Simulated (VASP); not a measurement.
# Li4Nb4O11 (a cell with a defect) in VASP: further runs

Li4Nb4O11 (a cell with a defect) is run at these levels: PBE; tasks: single point.

All numbers are computed with VASP 6.6.1; they aren't measurements. Logs are shortened: lines on timing, memory, paths and dates and some standing lists are left out, and cuts for length are marked.

## 1. The cell of the first run

The cell holds a defect, 19 atoms: a = 5.223 Å, b = 5.499 Å, c = 7.584 Å, α = 94.07°, β = 90.00°, γ = 90.00°.

## 2. Single point, PBE

Input file INCAR:

```
SYSTEM = Li4Nb4O11
ALGO = Normal
EDIFF = 1E-7
ENCUT = 520
GGA = PE
ISIF = 2
ISMEAR = 0
LASPH = .TRUE.
LCHARG = .FALSE.
LREAL = Auto
LWAVE = .FALSE.
NBANDS = 80
NELECT = 128.0
NELM = 100
PREC = Accurate
SIGMA = 0.05
```

Input file KPOINTS:

```
k-points
0
G
  4 4 4
  0 0 0
```

Input file POSCAR:

```
Li4Nb4O11
1.0
    5.2231019317      0.0000000000      0.0000000000
    0.0000000000      3.0155593063     -4.5984613597
    0.0000000000      6.0311186126      4.5984613597
Li Nb O
4 4 11
Direct
    0.0000000000      0.5000000000      0.2500000000
    0.5000000000      0.0000000000      0.7500000000
    0.0000000000      0.5000000000      0.7500000000
    0.5000000000      0.0000000000      0.2500000000
    0.5000000000      0.5000000000      0.5000000000
    0.0000000000      0.0000000000      0.0000000000
    0.0000000000      0.0000000000      0.5000000000
    0.5000000000      0.5000000000      0.0000000000
    0.8803293659      0.0000000000      0.2500000000
    0.3803293659      0.5000000000      0.7500000000
    0.8098353170      0.6901646830      0.9401646830
    0.8098353170      0.3098353170      0.5598353170
    0.3098353170      0.8098353170      0.0598353170
    0.1196706341      0.0000000000      0.7500000000
    0.6196706341      0.5000000000      0.2500000000
    0.6901646830      0.8098353170      0.5598353170
    0.1901646830      0.3098353170      0.0598353170
    0.3657267998      0.8494465283      0.4401646830
    0.6901646830      0.1901646830      0.9401646830
```

Potentials or basis: VASP PAW PBE potentials, release 64 (Li_sv, Nb_sv, O).

The run is started by

```sh
cat potpaw_PBE.64/Li_sv/POTCAR potpaw_PBE.64/Nb_sv/POTCAR potpaw_PBE.64/O/POTCAR > POTCAR
mpirun -np 1 vasp_std > vasp.out
```

OUTCAR:

```text
SYSTEM = Li4Nb4O11
   EDIFF = 1E-7
   ENCUT = 520
   GGA = PE
   ISIF = 2
   ISMEAR = 0
   LASPH = .TRUE.
   LREAL = Auto
   NELECT = 128.0
   NELM = 100
   PREC = Accurate

 ion  position               nearest neighbor table
   1  0.000  0.500  0.250-  15 1.99  17 1.99
   2  0.500  0.000  0.750-  14 1.99  16 1.99  19 1.99
   3  0.000  0.500  0.750-  10 1.99  11 1.99  12 1.99
   4  0.500  0.000  0.250-  18 1.85   9 1.99  13 1.99
   5  0.500  0.500  0.500-  12 2.00  16 2.00  15 2.00  10 2.00  18 2.12
   6  0.000  0.000  0.000-  13 2.00  19 2.00  17 2.00  11 2.00   9 2.00  14 2.00
   7  0.000  0.000  0.500-  16 2.00  12 2.00  14 2.00   9 2.00  18 2.12
   8  0.500  0.500  0.000-  11 2.00  17 2.00  13 2.00  19 2.00  10 2.00  15 2.00
   9  0.880  0.000  0.250-   4 1.99   6 2.00   7 2.00
  10  0.380  0.500  0.750-   3 1.99   5 2.00   8 2.00
  11  0.810  0.690  0.940-   3 1.99   8 2.00   6 2.00
  12  0.810  0.310  0.560-   3 1.99   5 2.00   7 2.00
  13  0.310  0.810  0.060-   4 1.99   6 2.00   8 2.00
  14  0.120  0.000  0.750-   2 1.99   6 2.00   7 2.00
  15  0.620  0.500  0.250-   1 1.99   5 2.00   8 2.00
  16  0.690  0.810  0.560-  18 1.94   2 1.99   7 2.00   5 2.00
  17  0.190  0.310  0.060-   1 1.99   8 2.00   6 2.00
  18  0.366  0.849  0.440-   4 1.85  16 1.94   7 2.12   5 2.12
  19  0.690  0.190  0.940-   2 1.99   6 2.00   8 2.00

  LATTYP: Found a simple monoclinic cell.
 ALAT       =     5.4990403532
 B/A-ratio  =     0.9498206225
 C/A-ratio  =     1.3791878824
 COS(beta)  =    -0.0709408676

  Lattice vectors:

 A1 = (   0.0000000000,   3.0155593063,  -4.5984613597)
 A2 = (  -5.2231019317,   0.0000000000,   0.0000000000)
 A3 = (   0.0000000000,   6.0311186126,   4.5984613597)

Analysis of symmetry for initial positions (statically):
=====================================================================
 Subroutine PRICEL returns:
 Original cell was already a primitive cell.

 Routine SETGRP: Setting up the symmetry group for a
 simple monoclinic supercell.

 Subroutine GETGRP returns: Found  1 space group operations
 (whereof  1 operations were pure point group operations)
 out of a pool of  4 trial point group operations.

The static configuration has the point symmetry C_1 .

Analysis of symmetry for dynamics (positions and initial velocities):
=====================================================================
[... 147 lines left out ...]
   NSW    =      0    number of steps for IOM
   IBRION =     -1    ionic relax: 0-MD 1-quasi-New 2-CG
   NFREE  =      0    steps in history (QN), initial steepest desc. (CG)
   ISIF   =      2    stress and relaxation
   ISYM   =      2    0-nonsym 1-usesym 2-fastsym
   POTIM  = 0.5000    time-step for ionic-motion
   TEBEG  =    0.0;   TEEND  =   0.0 temperature during run
   PSTRESS=    0.0 pullay stress
   NELECT =     128.0000    total number of electrons
   NUPDOWN=      -1.0000    fix difference up-down
   EMIN   =  10.00;   EMAX   =-10.00  energy-range for DOS
   EFERMI =   0.00;   METHOD = LEGACY
   ISMEAR =     0;   SIGMA  =   0.05  broadening in eV -4-tet -1-fermi 0-gaus
   EFERMI_NEDOS =   21; number of points for ismear=-14 and -15
   IALGO  =     38    algorithm
   IMIX   =      4    mixing-type and parameters
     AMIX     =   0.40;   BMIX     =  1.00
     AMIX_MAG =   1.60;   BMIX_MAG =  1.00
  volume/ion in A,a.u.               =      11.44        77.17
  Fermi-wavevector in a.u.,A,eV,Ry     =   1.372360  2.593385 25.624837  1.883372
  Thomas-Fermi vector in A             =   2.497974
   LORBIT       =      0    0 simple, 1 ext, 2 COOP (PROOUT), +10 PAW based schemes
   GGA     = PE    functional components
   LHFCALC =     F    Hartree Fock is set to
   AEXX    =    0.0000 exact exchange contribution
   IVDW    =     0    specifies the selected vdW correction
   LEPSILON=     F    determine dielectric tensor
   LRPA    =     F    only Hartree local field effects (RPA)
 non-spin polarized calculation
 Gauss-broadening in eV      SIGMA  =   0.05
  energy-cutoff  :      520.00
  volume of cell :      217.29
 maximum number of plane-waves:      5888
 NGX is ok and might be reduce to    40
   NGX = 19   NGY = 21   NGZ = 29

 number of electron     127.9999973 magnetization

 Free energy of the ion-electron system (eV)
  ---------------------------------------------------
  ext. energy  EPLUGINS =         0.00000000
  ---------------------------------------------------
  free energy    TOTEN  =      -157.20144381 eV

  energy without entropy =     -157.20144381  energy(sigma->0) =     -157.20144381

 E-fermi :   4.3439     XC(G=0): -10.3283

 val. band max:        3.9555430930   @ k =   0.5000   0.5000   0.5000
 cond. band min:       4.7064414731   @ k =   0.5000   0.0000   0.5000
 fundamental gap:      0.7508983801
 Fermi energy:         4.3439323207

 k-point     1 :       0.0000    0.0000    0.0000
  band No.  band energies     occupation
      1     -52.2304      2.00000
      2     -51.6026      2.00000
      3     -50.6473      2.00000
      4     -50.5647      2.00000
      5     -40.0509      2.00000
      6     -39.0827      2.00000
[... 1885 lines left out ...]
     75       8.2488      0.00000
     76       8.4924      0.00000

 [... further k-points ...]

 [bands above 76 left out]

------------------------ aborting loop because EDIFF is reached ----------------------------------------

  FORCE on cell =-STRESS in cart. coord.  units (eV):
  Direction    XX          YY          ZZ          XY          YZ          ZX
  --------------------------------------------------------------------------------------
  -------------------------------------------------------------------------------------
  Total      -21.7896669    -20.2770907    -27.5409569      4.1620533      0.9719199      1.3667192
  in kB     -160.6685974   -149.5154437   -203.0763910     30.6893755      7.1665621     10.0776600
  external PRESSURE =    -171.0868107 kB  Pullay stress =       0.0000000 kB

 VOLUME and BASIS-vectors are now :
 -----------------------------------------------------------------------------
  energy-cutoff  :      520.00
  volume of cell :      217.29
      direct lattice vectors                 reciprocal lattice vectors
     5.223101932  0.000000000  0.000000000     0.191457110  0.000000000  0.000000000
     0.000000000  3.015559306 -4.598461360     0.000000000  0.110537814 -0.144976029
     0.000000000  6.031118613  4.598461360     0.000000000  0.110537814  0.072488014

 POSITION                                       TOTAL-FORCE (eV/Angst)
 -----------------------------------------------------------------------------------
      0.00000      3.01556     -1.14962        -0.470079     -0.878285     -0.703319
      2.61155      4.52334      3.44885        -0.012929      0.395564      0.431543
      0.00000      6.03112      1.14962        -0.218818      0.671944      0.443134
      2.61155      1.50778      1.14962         0.367259     -1.102802     -0.395190
      2.61155      4.52334      0.00000         3.139145      2.438028     -2.671757
      0.00000      0.00000      0.00000        -0.074648     -0.538136     -0.104376
[... 11 lines left out ...]
      1.91023      5.21624     -1.88207        -5.805483     -0.639473     -0.161476
      3.60480      6.24370      3.44885        -0.014269      0.161583     -0.169431
 -----------------------------------------------------------------------------------
    total drift:                                0.001560      0.002880     -0.008551

  FREE ENERGIE OF THE ION-ELECTRON SYSTEM (eV)
  ---------------------------------------------------
  free  energy   TOTEN  =      -157.2014438077 eV

  energy  without entropy=     -157.2014438077  energy(sigma->0) =     -157.20144381
```

OSZICAR:

```text
N       E                     dE             d eps       ncg     rms          rms(c)
DAV:   1     0.147770575671E+04    0.14777E+04   -0.67693E+04  5760   0.168E+03
DAV:   2    -0.298049753473E+02   -0.15075E+04   -0.14378E+04  7072   0.601E+02
DAV:   3    -0.183031425974E+03   -0.15323E+03   -0.15164E+03  8528   0.175E+02
[... 11 lines left out ...]
DAV:  15    -0.157201441710E+03   -0.15901E-04   -0.99275E-05  7368   0.483E-02    0.198E-02
DAV:  16    -0.157201443153E+03   -0.14421E-05   -0.26172E-05  8616   0.254E-02    0.864E-03
DAV:  17    -0.157201443404E+03   -0.25183E-06   -0.49427E-06  7720   0.102E-02    0.513E-03
DAV:  18    -0.157201443707E+03   -0.30310E-06   -0.10981E-06  7536   0.547E-03    0.207E-03
DAV:  19    -0.157201443870E+03   -0.16263E-06   -0.41151E-07  6216   0.300E-03    0.110E-03
DAV:  20    -0.157201443808E+03    0.62464E-07   -0.66682E-08  4296   0.160E-03
   1 F= -.15720144E+03 E0= -.15720144E+03  d E =-.115808E-25
```

stdout:

```text
POSCAR found type information on POSCAR LiNbO
 POSCAR found :  3 types and      19 ions
 scaLAPACK will be used
 LDA part: xc-table for (Slater+PW92), standard interpolation
 POSCAR, INCAR and KPOINTS ok, starting setup
 FFT: planning ... GRIDC
 FFT: planning ... GRID_SOFT
 FFT: planning ... GRID
 WAVECAR not read
 entering main loop
 the old and the new charge density differ
 old charge density:   130.00000 new  128.00000
    0.366E+01
```

It took 34 min on 1 thread of Intel Xeon 8259CL, shared host; peak memory 0.53 GiB.

What came out:

- Free energy: -157.2014 eV
- Largest force: 5.843 eV/Å

Forces in eV/Å, atoms in the order of the input:
```
Li  -0.470 -0.878 -0.703
Li  -0.013  0.396  0.432
Li  -0.219  0.672  0.443
Li   0.367 -1.103 -0.395
Nb   3.139  2.438 -2.672
Nb  -0.075 -0.538 -0.104
Nb  -1.485 -0.107  2.497
Nb   0.354  0.167 -0.101
O    0.812  1.588  1.269
O   -0.296 -2.763 -1.565
O   -0.230  0.050  0.050
O   -0.340 -0.180 -1.106
O   -0.054 -0.230  0.167
O   -0.227 -1.221 -1.249
O   -0.778  1.180  2.167
O    5.254  0.559  0.981
O    0.079  0.449  0.220
O   -5.805 -0.639 -0.161
O   -0.014  0.162 -0.169
```

Caveat: the cell carries a net charge on a neutralising background, which shifts energy and pressure; the cell differs from its parent crystal (atoms taken out, atom 18 moved 0.375 of the way to it and +0.700 Å across, host rigid); the cell is charged against a uniform background, so pressure and absolute levels hang on convention; the cutoff is under 1.25 times the usual one of these potentials, so pressure, stress and relaxed cells hold a basis-set (Pulay) error.

## 3. Single point, PBE

Input file INCAR:

```
SYSTEM = Li4Nb4O11
PREC = Accurate
ENCUT = 520
EDIFF = 1E-6
ISMEAR = 0
SIGMA = 0.05
LREAL = Auto
LASPH = .True.
NELM = 80
ALGO = Normal
ISIF = 2
LWAVE = .False.
LCHARG = .False.
GGA = PE
NBANDS = 80
NELECT = 128.0
```

Input file KPOINTS:

```
Automatic mesh
0
Gamma
  4 4 4
  0 0 0
```

Edit POSCAR of step 2 so:

```diff
@@ -25,3 +25,3 @@
     0.1901646830      0.3098353170      0.0598353170
-    0.3657267998      0.8494465283      0.4401646830
+    0.0771916319      0.6488282990      0.4401646830
     0.6901646830      0.1901646830      0.9401646830
```

Potentials or basis: VASP PAW PBE potentials, release 64 (Li_sv, Nb_sv, O).

The run is started by

```sh
cat potpaw_PBE.64/Li_sv/POTCAR potpaw_PBE.64/Nb_sv/POTCAR potpaw_PBE.64/O/POTCAR > POTCAR
mpirun -np 1 vasp_std > vasp.out
```

It took 36 min on 1 thread of Intel Xeon 8259CL, shared host; peak memory 0.54 GiB.

It converged, with:

| Property | Result |
| --- | --- |
| Free energy | -157.5443 eV |
| Largest force | 5.063 eV/Å |

Forces in eV/Å, atoms in the order of the input:
```
Li  -0.739 -2.056 -0.730
Li   0.178  0.631  0.572
Li  -0.068  0.398  0.088
Li   0.603 -1.270 -0.419
Nb   2.672  3.139 -2.427
Nb  -0.232 -0.002  0.105
Nb  -2.804 -1.756  3.507
Nb   0.183 -0.214 -0.143
O    0.736  1.764  0.375
O    0.040 -2.382 -1.225
O   -0.183  0.088 -0.061
O   -1.770 -0.746 -0.053
O    0.056  0.156  0.125
O    0.348 -1.811 -1.782
O   -1.299  1.695  1.944
O   -2.370 -0.342  0.258
O    0.207  0.108  0.243
O    4.421  2.452 -0.275
O    0.018  0.149 -0.104
```

Levels at points of the mesh, in eV from the Fermi level:
```
           k point  band 61  band 62  band 63  band 64  band 65  band 66  band 67  band 68
(0.00, 0.00, 0.00)    -0.84    -0.50    -0.47    -0.38     0.25     1.31     1.50     1.66
(0.50, 0.00, 0.00)    -1.11    -0.76    -0.45    -0.39     0.57     1.33     1.57     1.91
(0.00, 0.50, 0.00)    -1.13    -0.84    -0.48    -0.45     1.15     1.32     1.69     2.03
(0.50, 0.50, 0.00)    -1.08    -0.97    -0.95    -0.80     0.47     1.38     1.53     1.59
(0.00, 0.00, 0.50)    -0.94    -0.49    -0.43    -0.34     0.25     1.33     1.87     2.12
(0.50, 0.00, 0.50)    -0.87    -0.72    -0.45    -0.38     0.56     1.27     1.92     2.19
(0.00, 0.50, 0.50)    -0.90    -0.74    -0.47    -0.44     1.04     1.39     2.00     2.25
(0.50, 0.50, 0.50)    -1.05    -1.02    -0.95    -0.89     0.46     1.45     1.95     2.17
```

Caveat: the cell carries a net charge on a neutralising background, which shifts energy and pressure; the cell differs from its parent crystal (atoms taken out, atom 18 moved -0.125 of the way to it and -0.525 Å across, host rigid); the cell is charged against a uniform background, so pressure and absolute levels hang on convention; the cutoff is under 1.25 times the usual one of these potentials, so pressure, stress and relaxed cells hold a basis-set (Pulay) error.
